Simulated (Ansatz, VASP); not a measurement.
# Two plane-wave programs on C

```
C
1.0
     0.00000    2.17597    3.46455
     1.25697    0.00000    3.46455
     1.25697    2.17597    0.00000
C
2
Direct
  0.18427 0.81573 0.18427
  0.81573 0.18427 0.81573
```

Alike in both runs: task single point; functional PBE; dispersion D3(BJ); k mesh 16 × 16 × 16; occupations gaussian, width 0.03 eV; no spin polarisation.

|  | VASP | Ansatz |
| --- | --- | --- |
| version | VASP 6.6.1 | Ansatz 0.2.0 |
| potentials or method | VASP PAW PBE potentials, release 64 (C), cutoff 520 eV | scalar-relativistic, plane waves, PAW |
| valence electrons in the cell | 8 | 8 |

Ansatz gave:

- gap on the k mesh at the Fermi level (eV): none
- least direct gap on the mesh (eV): 0.00
- pressure (GPa): -7.6
- traceless stress, the component that is largest in VASP (GPa): -10.95
- rms of the force components (eV/Å): 3.345

Question: Which values does VASP return?

Answer: gap on the k mesh at the Fermi level (eV): none; least direct gap on the mesh (eV): 0.00; pressure (GPa): -7.3; traceless stress, the component that is largest in VASP (GPa): -11.05; rms of the force components (eV/Å): 3.354.

Atom by atom the forces differ by 0.010 eV/Å (rms over components). A gap of «none» marks a metal or a gap that the smearing closes.

A gap of «none» marks a metal or a gap under the smearing width.
